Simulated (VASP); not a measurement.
Set up this calculation in VASP 6.6.1, as the native input.

```yaml
Task: single point
Functional: BLYP
Potentials_or_basis: VASP PAW PBE potentials, release 64 (W_sv, S)
Cutoff: 520 eV
k_mesh: 10 × 10 × 1
Occupations: fermi-dirac, width 0.05 eV
Spin: no spin polarisation
Dipole_correction: no
Further_INCAR_settings: ALGO = Normal; EDIFF = 1e-07; NBANDS = 64
```

The structure of WS2 lies in POSCAR:

```
WS2
1.0
    3.1831225544      0.0000000000      0.0000000000
   -1.5915612772      2.7566649955      0.0000000000
    0.0000000000      0.0000000000     35.1805582101
W S
4 8
Direct
    0.3333333333      0.6666666667      0.5923166100
    0.3333333333      0.6666666667      0.2234000000
    0.6666666667      0.3333333333      0.7766000000
    0.6666666667      0.3333333333      0.4076833900
    0.3333333333      0.6666666667      0.8211496400
    0.3333333333      0.6666666667      0.4520236900
    0.6666666667      0.3333333333      0.6366210700
    0.6666666667      0.3333333333      0.2677418400
    0.3333333333      0.6666666667      0.7322581600
    0.3333333333      0.6666666667      0.3633789300
    0.6666666667      0.3333333333      0.5479763100
    0.6666666667      0.3333333333      0.1788503600
```

One way to write it, as run:

INCAR

```
SYSTEM = WS2
PREC     = Accurate       ! precision mode
ENCUT    = 520            ! plane-wave cutoff, eV
EDIFF    = 1E-7           ! SCF threshold, eV
ISMEAR   = -1             ! smearing method
SIGMA    = 0.05           ! smearing width, eV
LREAL    = .FALSE.        ! projectors in reciprocal space
LASPH    = .TRUE.         ! aspherical terms in the spheres
NELM     = 80             ! most SCF steps
ALGO     = Normal         ! electronic algorithm
ISIF     = 2              ! what is computed and relaxed
LWAVE    = .FALSE.        ! write WAVECAR
LCHARG   = .FALSE.        ! write CHGCAR
GGA      = B5             ! functional
ALDAX    = 1.0          
AGGAX    = 1.0          
AGGAC    = 1.0          
ALDAC    = 0.0          
NBANDS   = 64             ! bands
```

KPOINTS

```
Automatic mesh
0
G
  10 10 1
  0 0 0
```

Potentials or basis: VASP PAW PBE potentials, release 64 (W_sv, S).

Launch:

```console
$ cat potpaw_PBE.64/W_sv/POTCAR potpaw_PBE.64/S/POTCAR > POTCAR
$ mpirun -np 1 vasp_std > vasp.out
```

Results of the run:

```
Largest force          : 0.706 eV/Å
Band gap on the k mesh : 1.44 eV (least direct gap 2.11 eV)
```

Caveat: there is no dipole correction, which matters where the two faces differ; the PAW data sets were made with another functional, which shifts forces and pressure a little; spin-orbit coupling is left out, which moves the levels of the heavy elements.

It took 16 min on 1 thread of Intel(R) Xeon(R) Platinum 8259CL CPU @ 2.50GHz (Skylake/Cascade Lake), on a shared host, peak memory 0.49 GiB.
